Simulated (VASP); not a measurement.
# Rh (I4/mmm) in VASP: a series of runs

Runs on Rh. Level: r2SCAN. Tasks: single point, relaxation of cell and atoms.

Program: VASP 6.6.1. These are calculated values, not measurements. Logs are shortened: lines on timing, memory, paths and dates and some standing lists are left out, and cuts for length are marked.

### 1 The cell of the first run

The typed cell holds 1 atom: a = 2.690 Å, b = 2.690 Å, c = 2.690 Å, α = 120.02°, β = 120.02°, γ = 89.97°.

### 2 Single point, r2SCAN

The input, POSCAR:

```
Rh
1.0
   -1.3446813274      1.3446813274      1.9026969381
    1.3446813274     -1.3446813274      1.9026969381
    1.3446813274      1.3446813274     -1.9026969381
Rh
1
Direct
    0.0000000000      0.0000000000      0.0000000000
```

The input, INCAR.step1:

```
SYSTEM = Rh
PREC = Accurate
ENCUT = 520
ISMEAR = 0
SIGMA = 0.1
LREAL = .FALSE.
LASPH = .TRUE.
NELM = 100
NBANDS = 14
GGA = PE
ALGO = Normal
EDIFF = 1E-4
LWAVE = .TRUE.
LCHARG = .FALSE.
```

The input, INCAR.step2:

```
SYSTEM = Rh
PREC = Accurate
ENCUT = 520
EDIFF = 1E-7
ISMEAR = 0
SIGMA = 0.1
LREAL = .FALSE.
LASPH = .TRUE.
NELM = 100
ALGO = Normal
ISIF = 2
LWAVE = .FALSE.
LCHARG = .FALSE.
METAGGA = R2SCAN
LMIXTAU = .TRUE.
NBANDS = 14
ISTART = 1
```

The input, KPOINTS:

```
regular mesh
0
G
  8 8 8
  0 0 0
```

Potentials or basis: VASP PAW PBE potentials, release 64 (Rh_pv).

Command:

```
> cat potpaw_PBE.64/Rh_pv/POTCAR > POTCAR
> cp INCAR.step1 INCAR
> mpirun -np 1 vasp_std > vasp.out
> cp INCAR.step2 INCAR
> mpirun -np 1 vasp_std > vasp.out
```

OUTCAR:

```text
SYSTEM = Rh
   PREC = Accurate
   ENCUT = 520
   EDIFF = 1E-7
   ISMEAR = 0
   LREAL = .FALSE.
   LASPH = .TRUE.
   NELM = 100
   ISIF = 2
   METAGGA = R2SCAN
   ISTART = 1

 ion  position               nearest neighbor table
   1  0.000  0.000  0.000-

  LATTYP: Found a body centered tetragonal cell.
 ALAT       =     2.6893626548
 C/A-ratio  =     1.4149798167

  Lattice vectors:

 A1 = (  -1.3446813274,   1.3446813274,   1.9026969381)
 A2 = (   1.3446813274,  -1.3446813274,   1.9026969381)
 A3 = (   1.3446813274,   1.3446813274,  -1.9026969381)

Analysis of symmetry for initial positions (statically):
=====================================================================
 Subroutine PRICEL returns:
 Original cell was already a primitive cell.

 Routine SETGRP: Setting up the symmetry group for a
 body centered tetragonal supercell.

 Subroutine GETGRP returns: Found 16 space group operations
 (whereof 16 operations were pure point group operations)
 out of a pool of 16 trial point group operations.

The static configuration has the point symmetry D_4h.

Analysis of symmetry for dynamics (positions and initial velocities):
=====================================================================
 Subroutine PRICEL returns:
 Original cell was already a primitive cell.

 Routine SETGRP: Setting up the symmetry group for a
 body centered tetragonal supercell.

 Subroutine GETGRP returns: Found 16 space group operations
 (whereof 16 operations were pure point group operations)
 out of a pool of 16 trial point group operations.

The dynamic configuration has the point symmetry D_4h.

 Subroutine INISYM returns: Found 16 space group operations
 (whereof 16 operations are pure point group operations),
 and found     1 'primitive' translations

----------------------------------------------------------------------------------------

                                     Primitive cell

  volume of cell :      13.7616

  direct lattice vectors                    reciprocal lattice vectors
    -1.344681327  1.344681327  1.902696938     0.000000000  0.371835311  0.262784887
     1.344681327 -1.344681327  1.902696938     0.371835311  0.000000000  0.262784887
     1.344681327  1.344681327 -1.902696938     0.371835311  0.371835311  0.000000000

  length of vectors
     2.690091334  2.690091334  2.690091334     0.455321200  0.455321200  0.525854540

  position of ions in fractional coordinates (direct lattice)
     0.000000000  0.000000000  0.000000000

  ion indices of the primitive-cell ions
   primitive index   ion index
                 1           1

----------------------------------------------------------------------------------------

 KPOINTS: regular mesh

Automatic generation of k-mesh.
 Grid dimensions read from file:
 generate k-points for:    8    8    8

 Generating k-lattice:

  Cartesian coordinates                     Fractional coordinates (reciprocal lattice)
     0.000000000  0.046479414  0.032848111     0.125000000  0.000000000  0.000000000
     0.046479414  0.000000000  0.032848111     0.000000000  0.125000000  0.000000000
     0.046479414  0.046479414  0.000000000     0.000000000  0.000000000  0.125000000

  Length of vectors
     0.056915150  0.056915150  0.065731818

  Shift w.r.t. Gamma in fractional coordinates (k-lattice)
     0.000000000  0.000000000  0.000000000

 Subroutine IBZKPT returns following result:
 ===========================================

 Found     59 irreducible k-points:

 Following reciprocal coordinates:
            Coordinates               Weight
  0.000000  0.000000  0.000000      1.000000
  0.125000 -0.000000  0.000000      8.000000
  0.250000 -0.000000  0.000000      8.000000
  0.375000 -0.000000  0.000000      8.000000
  0.500000 -0.000000  0.000000      4.000000
  0.125000  0.125000  0.000000      8.000000
[... 16 lines left out ...]
  0.250000  0.125000  0.125000     16.000000
  0.375000  0.125000  0.125000      8.000000
 [... further k-points ...]
   k-points           NKPTS =     59   k-points in BZ     NKDIM =     59   number of bands    NBANDS=     14
   number of dos      NEDOS =    301   number of ions     NIONS =      1
   total plane-waves  NPLWV =   8000
   dimension x,y,z NGX =    20 NGY =   20 NGZ =   20
   dimension x,y,z NGXF=    40 NGYF=   40 NGZF=   40
   ions per type =               1
   NGX,Y,Z   is equivalent  to a cutoff of  12.36, 12.36, 12.36 a.u.
   NGXF,Y,Z  is equivalent  to a cutoff of  24.72, 24.72, 24.72 a.u.
 SYSTEM =  Rh
   PREC   = accura    normal or accurate (medium, high low for compatibility)
   ISTART =      1    job   : 0-new  1-cont  2-samecut
   ICHARG =      0    charge: 1-file 2-atom 10-const
   ISPIN  =      1    spin polarized calculation?
   LNONCOLLINEAR =      F non collinear calculations
   LSORBIT =      F    spin-orbit coupling
   LASPH  =      T    aspherical Exc in radial PAW
   ENCUT  =  520.0 eV  38.22 Ry    6.18 a.u.   5.00  5.00  5.00*2*pi/ulx,y,z
   NELM   =    100;   NELMIN=  2; NELMDL=  0     # of ELM steps
   EDIFF  = 0.1E-06   stopping-criterion for ELM
   LREAL  =      F    real-space projection
   EDIFFG = 0.1E-05   stopping-criterion for IOM
   NSW    =      0    number of steps for IOM
   IBRION =     -1    ionic relax: 0-MD 1-quasi-New 2-CG
   NFREE  =      0    steps in history (QN), initial steepest desc. (CG)
   ISIF   =      2    stress and relaxation
   ISYM   =      2    0-nonsym 1-usesym 2-fastsym
   POTIM  = 0.5000    time-step for ionic-motion
   TEBEG  =    0.0;   TEEND  =   0.0 temperature during run
   PSTRESS=    0.0 pullay stress
   NELECT =      15.0000    total number of electrons
   NUPDOWN=      -1.0000    fix difference up-down
   EMIN   =  10.00;   EMAX   =-10.00  energy-range for DOS
   EFERMI =   0.00;   METHOD = LEGACY
   ISMEAR =     0;   SIGMA  =   0.10  broadening in eV -4-tet -1-fermi 0-gaus
   EFERMI_NEDOS =   21; number of points for ismear=-14 and -15
   IALGO  =     38    algorithm
   IMIX   =      4    mixing-type and parameters
     AMIX     =   0.40;   BMIX     =  1.00
     AMIX_MAG =   1.60;   BMIX_MAG =  1.00
  volume/ion in A,a.u.               =      13.76        92.87
  Fermi-wavevector in a.u.,A,eV,Ry     =   1.684803  3.183816 38.620970  2.838561
  Thomas-Fermi vector in A             =   2.767760
   LORBIT       =      0    0 simple, 1 ext, 2 COOP (PROOUT), +10 PAW based schemes
   METAGGA = R2SCAN    functional components
   LHFCALC =     F    Hartree Fock is set to
   AEXX    =    0.0000 exact exchange contribution
   IVDW    =     0    specifies the selected vdW correction
   LEPSILON=     F    determine dielectric tensor
   LRPA    =     F    only Hartree local field effects (RPA)
 non-spin polarized calculation
 Gauss-broadening in eV      SIGMA  =   0.10
  energy-cutoff  :      520.00
  volume of cell :       13.76
 maximum number of plane-waves:       388
   NGX =  9   NGY =  9   NGZ =  9

 number of electron      15.0000007 magnetization

 Free energy of the ion-electron system (eV)
  ---------------------------------------------------
  ext. energy  EPLUGINS =         0.00000000
  ---------------------------------------------------
  free energy    TOTEN  =       -24.11336290 eV

  energy without entropy =      -24.10561750  energy(sigma->0) =      -24.10949020

 E-fermi :  11.7595     XC(G=0): -15.1867

 val. band max:       11.7403868520   @ k =  -0.2500   0.3750   0.2500
 cond. band min:      11.8116093919   @ k =   0.3750  -0.0000   0.0000
 fundamental gap:      0.0712225399
 Fermi energy:        11.7594607081

 k-point     1 :       0.0000    0.0000    0.0000
  band No.  band energies     occupation
      1     -36.0351      2.00000
      2     -36.0348      2.00000
      3     -36.0348      2.00000
      4       3.5516      2.00000
      5       8.5686      2.00000
      6       8.5746      2.00000
      7       8.5746      2.00000
      8      10.6623      2.00000
      9      10.6696      2.00000
     10      28.4193      0.00000
     11      29.1856      0.00000
     12      34.1645      0.00000
     13      34.1819      0.00000
     14      34.1819      0.00000

 k-point     2 :       0.1250   -0.0000    0.0000
  band No.  band energies     occupation
      1     -36.1536      2.00000
      2     -36.0511      2.00000
      3     -36.0507      2.00000
      4       4.1809      2.00000
      5       8.3288      2.00000
      6       8.7926      2.00000
      7       8.7968      2.00000
      8      10.5626      2.00000
      9      10.5687      2.00000
     10      29.1846      0.00000
     11      29.2558      0.00000
     12      31.5431      0.00000
     13      35.0870      0.00000
     14      35.0987      0.00000

 k-point     3 :       0.2500   -0.0000    0.0000
  band No.  band energies     occupation
      1     -36.4347      2.00000
      2     -36.0896      2.00000
      3     -36.0890      2.00000
      4       5.3967      2.00000
      5       8.4660      2.00000
      6       8.9251      2.00000
      7       8.9308      2.00000
      8      10.8585      2.00000
      9      10.8605      2.00000
     10      27.5720      0.00000
     11      29.1856      0.00000
     12      30.0645      0.00000
     13      37.2177      0.00000
     14      37.2270      0.00000
[... 324 lines left out ...]
 k-point    23 :       0.2500    0.1250    0.1250
  band No.  band energies     occupation
      1     -36.6501      2.00000
      2     -36.3222      2.00000
      3     -36.1846      2.00000
      4       6.6478      2.00000
      5       7.6911      2.00000
      6       8.2766      2.00000
      7       9.9479      2.00000
      8      11.6160      1.95759
      9      15.0493      0.00000
     10      23.9411      0.00000
     11      28.3354      0.00000
     12      29.1849      0.00000
     13      30.3051      0.00000
     14      35.1281      0.00000

 k-point    24 :       0.3750    0.1250    0.1250
  band No.  band energies     occupation
      1     -36.7135      2.00000
      2     -36.3494      2.00000
      3     -36.2094      2.00000
      4       6.5696      2.00000
      5       7.4364      2.00000
      6       9.0161      2.00000
      7       9.6393      2.00000
      8      12.1400      0.00000
      9      17.4470      0.00000
     10      20.6114      0.00000
     11      28.5445      0.00000
     12      29.1784      0.00000
     13      29.3537      0.00000
     14      33.8863      0.00000

 [... further k-points ...]
[... 5 lines left out ...]
  --------------------------------------------------------------------------------------
  -------------------------------------------------------------------------------------
  Total        0.0950050      0.0950050      0.0833617      0.0000000      0.0000000      0.0000000
  in kB       11.0608566     11.0608566      9.7052959      0.0000000      0.0000000      0.0000000
  external PRESSURE =      10.6090031 kB  Pullay stress =       0.0000000 kB

 VOLUME and BASIS-vectors are now :
 -----------------------------------------------------------------------------
  energy-cutoff  :      520.00
  volume of cell :       13.76
      direct lattice vectors                 reciprocal lattice vectors
    -1.344681327  1.344681327  1.902696938     0.000000000  0.371835311  0.262784887
     1.344681327 -1.344681327  1.902696938     0.371835311  0.000000000  0.262784887
     1.344681327  1.344681327 -1.902696938     0.371835311  0.371835311  0.000000000

 POSITION                                       TOTAL-FORCE (eV/Angst)
 -----------------------------------------------------------------------------------
      0.00000      0.00000      0.00000         0.000000     -0.000000      0.000000
 -----------------------------------------------------------------------------------
    total drift:                                0.000000     -0.000000      0.000000

  FREE ENERGIE OF THE ION-ELECTRON SYSTEM (eV)
  ---------------------------------------------------
  free  energy   TOTEN  =       -24.1133628994 eV

  energy  without entropy=      -24.1056174957  energy(sigma->0) =      -24.10949020
```

Wall time 18 s (1 thread of Intel Xeon 6975P-C (Granite Rapids), shared host); peak memory 0.13 GiB.

What came out:

- Free energy: -24.1134 eV
- Pressure: 1.1 GPa

Stress tensor (GPa, compression positive):
```
1.11 0.00 0.00
0.00 1.11 0.00
0.00 0.00 0.97
```

Caveat: the k points lie up to 0.41 Å⁻¹ apart; the PAW data sets were made with another functional, which shifts forces and pressure a little.

[end of part 1 of 2]
